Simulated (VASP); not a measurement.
A run of VASP 6.6.1 is set up as follows.

The input INCAR:

```
SYSTEM = FeSi
  ALGO = Normal
  EDIFF = 1E-7
  EDIFFG = -0.01
  ENCUT = 600
  GGA = PE
  IBRION = 2
  ISIF = 3
  ISMEAR = 0
  LASPH = .True.
  LCHARG = .False.
  LREAL = .False.
  LWAVE = .False.
  NELM = 100
  NSW = 80
  PREC = Accurate
  SIGMA = 0.1
```

The input KPOINTS:

```
k-points
0
Gamma
  16 16 16
  0 0 0
```

Contents of POSCAR:

```
FeSi
1.0
    2.7601470128      0.0000000000      0.0000000000
    0.0000000000      2.7601470128      0.0000000000
    0.0000000000      0.0000000000      2.7601470128
Si Fe
1 1
Direct
    0.0000000000      0.0000000000      0.0000000000
    0.5000000000      0.5000000000      0.5000000000
```

Potentials or basis: VASP PAW PBE potentials, release 64 (Si, Fe).

Run with:

```bash
$ cat potpaw_PBE.64/Si/POTCAR potpaw_PBE.64/Fe/POTCAR > POTCAR
$ mpirun -np 1 vasp_std > vasp.out
```

(1) Estimate the band gap on the k mesh.

Answers

(1) zero (band 6 reaches 11.12 eV, above the bottom of band 7 at 10.92 eV).

Caveat: the relaxation stopped at its first step, so nothing moved.
